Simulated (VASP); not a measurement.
# Al (Im-3m) in VASP: single point with r2SCAN

Aim: the single point of Al with r2SCAN.

Program: VASP 6.6.1. These are calculated values, not measurements. Logs are shortened: lines on timing, memory, paths and dates and some standing lists are left out, and cuts for length are marked.

**1. The cell of the first run**

The structure is cubic, space group Im-3m (No. 229). Conventional cell: a = 3.189 Å, b = 3.189 Å, c = 3.189 Å, α = 90.00°, β = 90.00°, γ = 90.00°. Within 3.6 Å of Al (site symmetry m-3m) lie 14 Al at 2.76 to 3.19 Å.

This isn't the form of Al at room conditions, which is fcc.

**2. Single point, r2SCAN**

Contents of POSCAR:

```
Al
1.0
   -1.5943685756      1.5943685756     -1.5943685756
   -1.5943685756     -1.5943685756      1.5943685756
    0.0000000000      6.3774743023      6.3774743023
Al
4
Direct
    0.0000000000      0.0000000000      0.0000000000
    0.5000000000      0.5000000000      0.2500000000
    0.0000000000      0.0000000000      0.5000000000
    0.5000000000      0.5000000000      0.7500000000
```

Contents of INCAR.step1:

```
  PREC = Accurate
  ENCUT = 520
  ISMEAR = 0
  SIGMA = 0.15
  LREAL = False
  LASPH = True
  NELM = 80
  NBANDS = 14
  GGA = PE
  ALGO = Normal
  EDIFF = 1E-4
  LWAVE = True
  LCHARG = False
```

Contents of INCAR.step2:

```
  PREC = Accurate
  ENCUT = 520
  EDIFF = 1E-6
  ISMEAR = 0
  SIGMA = 0.15
  LREAL = False
  LASPH = True
  NELM = 80
  ALGO = Normal
  ISIF = 2
  LWAVE = False
  LCHARG = False
  METAGGA = R2SCAN
  LMIXTAU = True
  NBANDS = 14
  ISTART = 1
```

Contents of KPOINTS:

```
regular mesh
0
Gamma
  22 22 7
```

Potentials or basis: VASP PAW PBE potentials, release 64 (Al).

Started as:

```sh
$ cat potpaw_PBE.64/Al/POTCAR > POTCAR
$ cp INCAR.step1 INCAR
$ mpirun -np 1 vasp_std > vasp.out
$ cp INCAR.step2 INCAR
$ mpirun -np 1 vasp_std > vasp.out
```

OUTCAR:

```text
PREC = Accurate
   ENCUT = 520
   EDIFF = 1E-6
   ISMEAR = 0
   LREAL = False
   LASPH = True
   NELM = 80
   ISIF = 2
   METAGGA = R2SCAN
   ISTART = 1

 ion  position               nearest neighbor table
   1  0.000  0.000  0.000-   2 2.76   4 2.76   2 2.76   4 2.76   2 3.19   4 3.19   2 3.19   4 3.19

   2  0.500  0.500  0.250-   1 2.76   3 2.76   1 2.76   3 2.76   1 3.19   3 3.19   1 3.19   3 3.19

   3  0.000  0.000  0.500-   2 2.76   4 2.76   2 2.76   4 2.76   2 3.19   4 3.19   2 3.19   4 3.19

   4  0.500  0.500  0.750-   1 2.76   3 2.76   1 2.76   3 2.76   1 3.19   3 3.19   1 3.19   3 3.19

  LATTYP: Found a base centered orthorhombic cell.
 ALAT       =     3.1887371512
 B/A-ratio  =     1.4142135624
 C/A-ratio  =     2.8284271247

  Lattice vectors:

 A1 = (  -1.5943685756,   1.5943685756,  -1.5943685756)
 A2 = (  -1.5943685756,  -1.5943685756,   1.5943685756)
 A3 = (   0.0000000000,   6.3774743023,   6.3774743023)

Analysis of symmetry for initial positions (statically):
=====================================================================
 Subroutine PRICEL returns following result:

  LATTYP: Found a body centered cubic cell.
 ALAT       =     3.1887371512

  Lattice vectors:

 A1 = (   1.5943685756,   1.5943685756,  -1.5943685756)
 A2 = (  -1.5943685756,  -1.5943685756,  -1.5943685756)
 A3 = (  -1.5943685756,   1.5943685756,   1.5943685756)

   4 primitive cells build up your supercell.

 Routine SETGRP: Setting up the symmetry group for a
 base centered orthorhombic supercell.

 Subroutine GETGRP returns: Found  8 space group operations
 (whereof  8 operations were pure point group operations)
 out of a pool of  8 trial point group operations.

The static configuration has the point symmetry D_2h.

Analysis of symmetry for dynamics (positions and initial velocities):
=====================================================================
 Subroutine PRICEL returns following result:

  LATTYP: Found a body centered cubic cell.
 ALAT       =     3.1887371512

  Lattice vectors:

 A1 = (   1.5943685756,   1.5943685756,  -1.5943685756)
 A2 = (  -1.5943685756,  -1.5943685756,  -1.5943685756)
 A3 = (  -1.5943685756,   1.5943685756,   1.5943685756)

   4 primitive cells build up your supercell.

 Routine SETGRP: Setting up the symmetry group for a
 base centered orthorhombic supercell.

 Subroutine GETGRP returns: Found  8 space group operations
 (whereof  8 operations were pure point group operations)
 out of a pool of  8 trial point group operations.

The dynamic configuration has the point symmetry D_2h.

 Subroutine INISYM returns: Found  8 space group operations
 (whereof  8 operations are pure point group operations),
 and found     4 'primitive' translations

----------------------------------------------------------------------------------------

                                     Primitive cell

  volume of cell :      16.2116

  direct lattice vectors                    reciprocal lattice vectors
     1.594368576  1.594368576 -1.594368576     0.000000000  0.313603772 -0.313603772
    -1.594368576 -1.594368576 -1.594368576    -0.313603772 -0.000000000 -0.313603772
    -1.594368576  1.594368576  1.594368576    -0.313603772  0.313603772  0.000000000

  length of vectors
     2.761527379  2.761527379  2.761527379     0.443502708  0.443502708  0.443502708

  position of ions in fractional coordinates (direct lattice)
     0.000000000  0.000000000  0.000000000

  ion indices of the primitive-cell ions
   primitive index   ion index
                 1           1

----------------------------------------------------------------------------------------

 KPOINTS: regular mesh

Automatic generation of k-mesh.
 Grid dimensions read from file:
 generate k-points for:   22   22    7

 Generating k-lattice:

  Cartesian coordinates                     Fractional coordinates (reciprocal lattice)
    -0.014254717  0.007127358 -0.007127358     0.045454545  0.000000000  0.000000000
    -0.014254717 -0.007127358  0.007127358     0.000000000  0.045454545  0.000000000
     0.000000000  0.011200135  0.011200135     0.000000000  0.000000000  0.142857143

  Length of vectors
     0.017458391  0.017458391  0.015839382

  Shift w.r.t. Gamma in fractional coordinates (k-lattice)
     0.000000000  0.000000000  0.000000000

 Subroutine IBZKPT returns following result:
 ===========================================

 Found    532 irreducible k-points:

 Following reciprocal coordinates:
            Coordinates               Weight
  0.000000  0.000000  0.000000      1.000000
  0.045455  0.000000  0.000000      4.000000
  0.090909  0.000000  0.000000      4.000000
  0.136364  0.000000  0.000000      4.000000
  0.181818  0.000000  0.000000      4.000000
  0.227273  0.000000  0.000000      4.000000
[... 16 lines left out ...]
  0.500000  0.045455  0.000000      4.000000
 -0.454545  0.045455  0.000000      4.000000
 [... further k-points ...]
   k-points           NKPTS =    532   k-points in BZ     NKDIM =    532   number of bands    NBANDS=     14
   number of dos      NEDOS =    301   number of ions     NIONS =      4
   total plane-waves  NPLWV =  40320
   dimension x,y,z NGX =    24 NGY =   24 NGZ =   70
   dimension x,y,z NGXF=    48 NGYF=   48 NGZF=  140
   ions per type =               4
   NGX,Y,Z   is equivalent  to a cutoff of  14.45, 14.45, 12.90 a.u.
   NGXF,Y,Z  is equivalent  to a cutoff of  28.90, 28.90, 25.81 a.u.
 SYSTEM =  unknown system
   PREC   = accura    normal or accurate (medium, high low for compatibility)
   ISTART =      1    job   : 0-new  1-cont  2-samecut
   ICHARG =      0    charge: 1-file 2-atom 10-const
   ISPIN  =      1    spin polarized calculation?
   LNONCOLLINEAR =      F non collinear calculations
   LSORBIT =      F    spin-orbit coupling
   LASPH  =      T    aspherical Exc in radial PAW
   ENCUT  =  520.0 eV  38.22 Ry    6.18 a.u.   5.13  5.13 16.77*2*pi/ulx,y,z
   NELM   =     80;   NELMIN=  2; NELMDL=  0     # of ELM steps
   EDIFF  = 0.1E-05   stopping-criterion for ELM
   LREAL  =      F    real-space projection
   EDIFFG = 0.1E-04   stopping-criterion for IOM
   NSW    =      0    number of steps for IOM
   IBRION =     -1    ionic relax: 0-MD 1-quasi-New 2-CG
   NFREE  =      0    steps in history (QN), initial steepest desc. (CG)
   ISIF   =      2    stress and relaxation
   ISYM   =      2    0-nonsym 1-usesym 2-fastsym
   POTIM  = 0.5000    time-step for ionic-motion
   TEBEG  =    0.0;   TEEND  =   0.0 temperature during run
   PSTRESS=    0.0 pullay stress
   NELECT =      12.0000    total number of electrons
   NUPDOWN=      -1.0000    fix difference up-down
   EMIN   =  10.00;   EMAX   =-10.00  energy-range for DOS
   EFERMI =   0.00;   METHOD = LEGACY
   ISMEAR =     0;   SIGMA  =   0.15  broadening in eV -4-tet -1-fermi 0-gaus
   EFERMI_NEDOS =   21; number of points for ismear=-14 and -15
   IALGO  =     38    algorithm
   IMIX   =      4    mixing-type and parameters
     AMIX     =   0.40;   BMIX     =  1.00
     AMIX_MAG =   1.60;   BMIX_MAG =  1.00
  volume/ion in A,a.u.               =      16.21       109.40
  Fermi-wavevector in a.u.,A,eV,Ry     =   0.932910  1.762945 11.841443  0.870322
  Thomas-Fermi vector in A             =   2.059557
   LORBIT       =      0    0 simple, 1 ext, 2 COOP (PROOUT), +10 PAW based schemes
   METAGGA = R2SCAN    functional components
   LHFCALC =     F    Hartree Fock is set to
   AEXX    =    0.0000 exact exchange contribution
   IVDW    =     0    specifies the selected vdW correction
   LEPSILON=     F    determine dielectric tensor
   LRPA    =     F    only Hartree local field effects (RPA)
 non-spin polarized calculation
 Gauss-broadening in eV      SIGMA  =   0.15
  energy-cutoff  :      520.00
  volume of cell :       64.85
 maximum number of plane-waves:      1782
 NGX is ok and might be reduce to    24
   NGX = 11   NGY = 11   NGZ = 33

 number of electron      12.0000000 magnetization

 Free energy of the ion-electron system (eV)
  ---------------------------------------------------
  ext. energy  EPLUGINS =         0.00000000
  ---------------------------------------------------
  free energy    TOTEN  =       -26.50978621 eV

  energy without entropy =      -26.49285380  energy(sigma->0) =      -26.50132000

 E-fermi :   8.2286     XC(G=0): -10.9878

 val. band max:        8.2221199768   @ k =   0.5000   0.4091   0.2857
 cond. band min:       8.2322350070   @ k =   0.2727   0.0909   0.2857
 fundamental gap:      0.0101150303
 Fermi energy:         8.2285748522

 k-point     1 :       0.0000    0.0000    0.0000
  band No.  band energies     occupation
      1      -3.7687      2.00000
      2      -1.8449      2.00000
      3      -1.8449      2.00000
      4       3.4341      2.00000
      5       4.1905      2.00000
      6      12.8378      0.00000
      7      12.8378      0.00000
      8      16.9389      0.00000
      9      17.1814      0.00000
     10      18.6708      0.00000
     11      18.6708      0.00000
     12      18.7465      0.00000
     13      18.7465      0.00000
     14      18.9809      0.00000

 k-point     2 :       0.0455    0.0000    0.0000
  band No.  band energies     occupation
      1      -3.7207      2.00000
      2      -1.7975      2.00000
      3      -1.7975      2.00000
      4       3.4787      2.00000
      5       4.2367      2.00000
      6      12.8767      0.00000
      7      12.8767      0.00000
      8      15.9176      0.00000
      9      17.2484      0.00000
     10      17.6231      0.00000
     11      17.6231      0.00000
     12      18.8467      0.00000
     13      18.8467      0.00000
     14      19.4335      0.00000
[... 343 lines left out ...]
      1       1.6297      2.00000
      2       2.3034      2.00000
      3       3.3505      2.00000
      4       3.3505      2.00000
      5       4.3645      2.00000
      6       4.3645      2.00000
      7       8.5626      0.00164
      8       9.2182      0.00000
      9       9.5337      0.00000
     10      10.1593      0.00000
     11      15.0154      0.00000
     12      16.0077      0.00000
     13      16.0077      0.00000
     14      17.8837      0.00000

 k-point    24 :      -0.4545    0.0455    0.0000
  band No.  band energies     occupation
      1       0.6891      2.00000
      2       2.5311      2.00000
      3       2.5311      2.00000
      4       3.3762      2.00000
      5       5.3270      2.00000
      6       5.3270      2.00000
      7       7.6529      2.00000
      8       8.6532      0.00006
      9      10.2765      0.00000
     10      11.1771      0.00000
     11      15.3918      0.00000
     12      15.9231      0.00000
     13      15.9231      0.00000
     14      17.8317      0.00000

 [... further k-points ...]
[... 5 lines left out ...]
  --------------------------------------------------------------------------------------
  -------------------------------------------------------------------------------------
  Total       -0.1208821     -0.1481333     -0.1481333      0.0000000      0.0018839      0.0000000
  in kB       -2.9866652     -3.6599668     -3.6599668      0.0000000      0.0465456      0.0000000
  external PRESSURE =      -3.4355329 kB  Pullay stress =       0.0000000 kB

 VOLUME and BASIS-vectors are now :
 -----------------------------------------------------------------------------
  energy-cutoff  :      520.00
  volume of cell :       64.85
      direct lattice vectors                 reciprocal lattice vectors
    -1.594368576  1.594368576 -1.594368576    -0.313603772  0.156801886 -0.156801886
    -1.594368576 -1.594368576  1.594368576    -0.313603772 -0.156801886  0.156801886
     0.000000000  6.377474302  6.377474302     0.000000000  0.078400943  0.078400943

 POSITION                                       TOTAL-FORCE (eV/Angst)
 -----------------------------------------------------------------------------------
      0.00000      0.00000      0.00000        -0.000000      0.000000      0.000000
     -1.59437      1.59437      1.59437        -0.000000     -0.000000     -0.000000
      0.00000      3.18874      3.18874         0.000000     -0.000000     -0.000000
     -1.59437      4.78311      4.78311         0.000000      0.000000      0.000000
 -----------------------------------------------------------------------------------
    total drift:                               -0.000000      0.000000     -0.000000

  FREE ENERGIE OF THE ION-ELECTRON SYSTEM (eV)
  ---------------------------------------------------
  free  energy   TOTEN  =       -26.5097862080 eV

  energy  without entropy=      -26.4928537985  energy(sigma->0) =      -26.50132000
```

Wall time 31 min (1 thread of Intel Xeon 8259CL, shared host); peak memory 0.47 GiB.

What came out:

```
Free energy            : -26.5098 eV
Pressure               : -0.3 GPa
Band gap on the k mesh : zero (bands 6 and 7 overlap by 7.02 eV)
```

Caveat: the PAW data sets were made with another functional, which shifts forces and pressure a little.
